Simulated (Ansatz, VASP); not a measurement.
## LiCl: VASP beside Ansatz

```
Li Cl
1.0
     0.00000    2.45380    2.45380
     2.45380    0.00000    2.45380
     2.45380    2.45380    0.00000
Li Cl
1 1
Direct
  0.00000 0.00000 0.00000
  0.50000 0.50000 0.50000
```

Change from the starting cell: hydrostatic strain -4.0%.

Alike in both runs: task single point; functional PBE; k mesh 8 × 8 × 8; occupations fermi-dirac, width 0.02 eV; no spin polarisation.

|  | VASP | Ansatz |
| --- | --- | --- |
| version | VASP 6.6.1 | Ansatz 0.2.0 |
| potentials or method | VASP PAW PBE potentials, release 64 (Li_sv, Cl) | plane waves, PAW |
| plane-wave cutoff (eV) | 520 | 420 |
| valence electrons in the cell | 10 | 10 |

Ansatz gave:

- gap on the k mesh at the Fermi level (eV): 6.86

Question: Which values does VASP return?

Answer: gap on the k mesh at the Fermi level (eV): 6.89.

With one functional, cell and mesh, what is left measures potentials, basis and numerics.

Noted on VASP's run: the cutoff is short for stress, so the pressure is rough.
